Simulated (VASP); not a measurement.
Write the native input for VASP 6.6.1 that does the following.

| Quantity | Value |
| --- | --- |
| Task | single point |
| Functional | r2SCAN |
| Potentials or basis | VASP PAW PBE potentials, release 64 (Ga_d, Sb_d_GW) |
| Cutoff | 550 eV |
| k mesh | 8 × 8 × 8 |
| Occupations | fermi-dirac, width 0.02 eV |
| Spin | no spin polarisation |
| Dipole correction | no |
| Second run | valence_matched |
| Further INCAR settings | ALGO = Normal; EDIFF = 1e-06; NBANDS = 21 |

The system is GaSb.

```
Ga Sb
1.0
     0.00000    3.06588    3.06588
     3.06588    0.00000    3.06588
     3.06588    3.06588    0.00000
Ga Sb
1 1
Direct
  0.00000 0.00000 0.00000
  0.25000 0.25000 0.25000
```

One way to write it, as run:

POSCAR

```
GaSb
1.0
    0.0000000000      3.0658848210      3.0658848210
    3.0658848210      0.0000000000      3.0658848210
    3.0658848210      3.0658848210      0.0000000000
Ga Sb
1 1
Direct
    0.0000000000      0.0000000000      0.0000000000
    0.2500000000      0.2500000000      0.2500000000
```

INCAR.step1

```
  ALGO = Normal
  EDIFF = 1E-5
  ENCUT = 550
  GGA = PE
  GGA_COMPAT = False
  ISMEAR = -1
  LASPH = True
  LCHARG = False
  LREAL = False
  LWAVE = True
  NBANDS = 21
  NELM = 120
  PREC = Accurate
  SIGMA = 0.02
```

INCAR.step2

```
  ALGO = Normal
  EDIFF = 1E-6
  ENCUT = 550
  GGA_COMPAT = False
  ISIF = 2
  ISMEAR = -1
  ISTART = 1
  LASPH = True
  LCHARG = False
  LMIXTAU = True
  LREAL = False
  LWAVE = False
  METAGGA = R2SCAN
  NBANDS = 21
  NELM = 120
  PREC = Accurate
  SIGMA = 0.02
```

KPOINTS

```
k-points
0
Gamma
  8 8 8
```

Potentials or basis: VASP PAW PBE potentials, release 64 (Ga_d, Sb_d_GW).

The run is started by

```sh
$ cat potpaw_PBE.64/Ga_d/POTCAR potpaw_PBE.64/Sb_d_GW/POTCAR > POTCAR
$ cp INCAR.step1 INCAR
$ mpirun -np 1 vasp_std > vasp.out
$ cp INCAR.step2 INCAR
$ mpirun -np 1 vasp_std > vasp.out
```

Results of the run:

```json
{
 "Pressure": "0.0 GPa",
 "Band gap on the k mesh": "0.40 eV, direct"
}
```

Caveat: the PAW data sets were made with another functional, which shifts forces and pressure a little; spin-orbit coupling is left out, which moves the levels of the heavy elements.

Run time: 4.4 min on 1 thread of AMD EPYC 7R43 64-Core Processor (Zen 3) (shared host), peak memory 0.21 GiB.
